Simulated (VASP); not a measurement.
The system is B.

```xyz
4
Lattice="2.1006 0.0000 0.0000 -1.0503 1.8192 0.0000 0.0000 0.0000 6.8605" Properties=species:S:1:pos:R:3 pbc="T T T"
B     0.0000    0.0000    0.0000
B     0.0000    0.0000    3.4303
B     0.0000    1.2128    1.7151
B     1.0503    0.6064    5.1454
```

- Program: VASP 6.6.1
- Task: relaxation of cell and atoms
- Functional: BLYP
- Potentials or basis: VASP PAW PBE potentials, release 64 (B)
- Cutoff: 600 eV
- k mesh: 17 × 17 × 5
- Occupations: fermi-dirac, width 0.1 eV
- Spin: no spin polarisation

At the start: pressure -12.6 GPa; volume 6.55 Å³/atom.

Task: How do energy, volume and symmetry change on relaxing?

Result: Over 31 steps the energy falls by 966.5 meV/atom and the volume is 8.01 Å³/atom (+22.2 %); space group P6_3/mmc (No. 194, to 0.05 Å).

Step by step:
```tsv
step	energy change (eV)	largest force (eV/Å)	pressure (GPa)	volume (Å³)
1	0.0000	0.0000	-12.62	26.22
2	-0.0915	0.0000	3.03	24.30
3	-0.0915	0.0000	2.96	24.31
4	-0.1691	0.0000	5.72	24.08
5	-0.5129	0.0000	18.07	23.28
6	-0.6204	0.0000	75.28	21.20
7	-0.7707	0.0000	50.92	21.91
8	-0.7454	0.0000	58.77	21.66
9	-0.6907	0.0000	68.01	21.40
10	-0.7318	0.0000	61.81	21.57
11	-0.7363	0.0000	62.21	21.57
12	-0.7481	0.0000	63.45	21.56
13	-0.7619	0.0000	66.07	21.55
14	-0.7754	0.0000	71.39	21.51
15	-0.7836	0.0000	80.99	21.39
16	-0.8452	0.0000	107.99	21.03
17	1.9306	0.0000	223.21	19.85
18	-0.8263	0.0000	112.51	20.98
19	-0.9403	0.0000	117.91	21.15
20	-0.9628	0.0000	127.12	21.34
21	-1.1980	0.0000	119.75	21.70
22	-1.8235	0.0000	99.39	22.77
23	-2.7572	0.0000	66.70	25.01
24	-3.6569	0.0000	23.44	29.78
25	-3.7438	0.0000	12.61	31.58
26	-3.7503	0.0000	10.22	32.03
27	-3.8033	0.0000	7.42	32.02
28	-3.8658	0.0000	0.15	31.97
29	-3.8658	0.0000	0.34	31.97
30	-3.8658	0.0000	0.26	31.99
31	-3.8659	0.0000	0.10	32.03
```

Final structure:
```xyz
4
Lattice="1.7143 0.0000 0.0000 -0.8572 1.4846 0.0000 0.0000 0.0000 12.5829" Properties=species:S:1:pos:R:3 pbc="T T T"
B     0.0000    0.0000    0.0000
B     0.0000    0.0000    6.2914
B     0.0000    0.9898    3.1457
B     0.8572    0.4949    9.4372
```

Caveat: the volume moved by over 15 % at a fixed basis, so the end points are rough; the PAW data sets were made with another functional, which shifts forces and pressure a little; this functional lacks dispersion, which binds the layers, so the pressure and a relaxed spacing across them are unreliable.
